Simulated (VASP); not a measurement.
Write the native input for VASP 6.6.1 that does the following.

```yaml
Task: single point
Functional: PBE
Potentials_or_basis: VASP PAW PBE potentials, release 64 (Sb)
Cutoff: 520 eV
k_mesh: 16 × 16 × 16
Occupations: gaussian, width 0.1 eV
Spin: no spin polarisation
Dipole_correction: no
Further_INCAR_settings: ALGO = Normal; EDIFF = 1e-06; NBANDS = 8
```

The structure of Sb lies in POSCAR:

```
Sb
1.0
    0.0000000000      2.4382538353      2.4382538353
    2.4382538353      0.0000000000      2.4382538353
    2.4382538353      2.4382538353      0.0000000000
Sb
1
Direct
    0.0000000000      0.0000000000      0.0000000000
```

This cell differs from its parent crystal: strained.

One way to write it, as run:

INCAR

```
SYSTEM = Sb
PREC     = Accurate       ! precision mode
ENCUT    = 520            ! plane-wave cutoff, eV
EDIFF    = 1E-6           ! SCF threshold, eV
ISMEAR   = 0              ! smearing method
SIGMA    = 0.1            ! smearing width, eV
LREAL    = .False.        ! projectors in reciprocal space
LASPH    = .True.         ! aspherical terms in the spheres
NELM     = 80             ! most SCF steps
ALGO     = Normal         ! electronic algorithm
ISIF     = 2              ! what is computed and relaxed
LWAVE    = .False.        ! write WAVECAR
LCHARG   = .False.        ! write CHGCAR
GGA      = PE             ! functional
NBANDS   = 8              ! bands
```

KPOINTS

```
regular mesh
0
Gamma
  16 16 16
  0 0 0
```

Potentials or basis: VASP PAW PBE potentials, release 64 (Sb).

Launch:

```sh
$ cat potpaw_PBE.64/Sb/POTCAR > POTCAR
$ mpirun -np 1 vasp_std > vasp.out
```

Results of the run:

- Pressure: -2.8 GPa

Caveat: the cell differs from its parent crystal (strained).

Wall time 12 s on 1 thread of Intel(R) Xeon(R) 6975P-C (Granite Rapids), on a shared host, peak memory 0.17 GiB.
